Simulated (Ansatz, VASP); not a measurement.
**MoS2: VASP beside Ansatz**

File INCAR:

```
ALGO = Normal
EDIFF = 1E-7
ENCUT = 520
GGA = PS
ISIF = 2
ISMEAR = 0
LASPH = True
LCHARG = False
LREAL = False
LWAVE = False
NBANDS = 35
NELM = 80
PREC = Accurate
SIGMA = 0.05
```

File KPOINTS:

```
k-points
0
Gamma
  9 9 2
```

File POSCAR:

```
MoS2
1.0
    3.1690000000      0.0000000000      0.0000000000
   -1.5845000000      2.7444345046      0.0000000000
    0.0000000000      0.0000000000     12.3240000000
Mo S
2 4
Direct
    0.3333333333      0.6666666667      0.2500000000
    0.6666666667      0.3333333333      0.7500000000
    0.3333333333      0.6666666667      0.6230000000
    0.6666666667      0.3333333333      0.1230000000
    0.3333333333      0.6666666667      0.8770000000
    0.6666666667      0.3333333333      0.3770000000
```

Input for Ansatz:

```yaml
crystal:
  lattice:
    - [3.169, 0.0, 0.0]
    - [-1.5845, 2.7444345046, 0.0]
    - [0.0, 0.0, 12.324]
  atoms:
    - { symbol: Mo, position: [0.3333333333, 0.6666666667, 0.25] }
    - { symbol: Mo, position: [0.6666666667, 0.3333333333, 0.75] }
    - { symbol: S, position: [0.3333333333, 0.6666666667, 0.623] }
    - { symbol: S, position: [0.6666666667, 0.3333333333, 0.123] }
    - { symbol: S, position: [0.3333333333, 0.6666666667, 0.877] }
    - { symbol: S, position: [0.6666666667, 0.3333333333, 0.377] }
basis:
  ecutwfc: 500
  fft_grid_basis: typed
kpoints:
  mp_grid: { grid: [9, 9, 2] }
hamiltonian:
  xc: pbesol
  pseudopotentials: { kind: paw }
scf:
  occupations: { method: gaussian, width: 0.05 }
output:
  forces: true
  stress: true
  eigenvalues: true
  bader: true
  write_density: true
  volumetric_format: npy
  elf: true
```

Alike in both runs: task single point; functional PBEsol; k mesh 9 × 9 × 2; occupations gaussian, width 0.05 eV; no spin polarisation.

|  | VASP | Ansatz |
| --- | --- | --- |
| version | VASP 6.6.1 | Ansatz 0.2.0 |
| potentials or method | VASP PAW PBE potentials, release 64 (Mo_sv, S), cutoff 520 eV | scalar-relativistic, plane waves, PAW |
| valence electrons in the cell | 52 | 52 |

|  | VASP | Ansatz | Ansatz less VASP |
| --- | --- | --- | --- |
| gap on the k mesh at the Fermi level (eV) | 0.93 | 0.92 | -0.016 |
| pressure (GPa) | -3.0 | -3.0 | 0.00 |
| traceless stress, the component that is largest in VASP (GPa) | 0.61 | 0.62 | +0.010 |
| rms of the force components (eV/Å) | 0.147 | 0.147 | +0.0008 |

VASP's potentials were made for PBE, not for PBEsol. Atom by atom the forces differ by 0.001 eV/Å (rms over components). With one functional, cell and mesh, what is left measures potentials, basis and numerics.
